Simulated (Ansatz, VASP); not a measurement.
SnO2 in VASP and in Ansatz

```
Sn O
1.0
     0.00000    4.52207    4.52207
     4.52207    0.00000    4.52207
     4.52207    4.52207    0.00000
Sn O
4 8
Direct
  0.12500 0.12500 0.62500
  0.62500 0.12500 0.12500
  0.12500 0.62500 0.12500
  0.12500 0.12500 0.12500
  0.89106 0.89106 0.89106
  0.89106 0.32683 0.89106
  0.89106 0.89106 0.32683
  0.32683 0.89106 0.89106
  0.92317 0.35894 0.35894
  0.35894 0.35894 0.92317
  0.35894 0.92317 0.35894
  0.35894 0.35894 0.35894
```

Alike in both runs: task single point; functional PBE; k mesh 6 × 6 × 6; occupations gaussian, width 0.05 eV; no spin polarisation.

```csv
,VASP,Ansatz
version,VASP 6.6.1,Ansatz 0.2.0
potentials or method,"VASP PAW PBE potentials, release 64 (Sn_d, O), cutoff 520 eV","scalar-relativistic, plane waves, PAW"
valence electrons in the cell,104,104
```

Ansatz gave:

- gap on the k mesh at the Fermi level (eV): 1.85
- least direct gap on the mesh (eV): 1.85
- pressure (GPa): 0.0
- rms of the force components (eV/Å): 0.000

**Question.** Which values does VASP return?

**Answer.** gap on the k mesh at the Fermi level (eV): 1.83; least direct gap on the mesh (eV): 1.83; pressure (GPa): 0.6; rms of the force components (eV/Å): 0.028.

Atom by atom the forces differ by 0.028 eV/Å (rms over components).
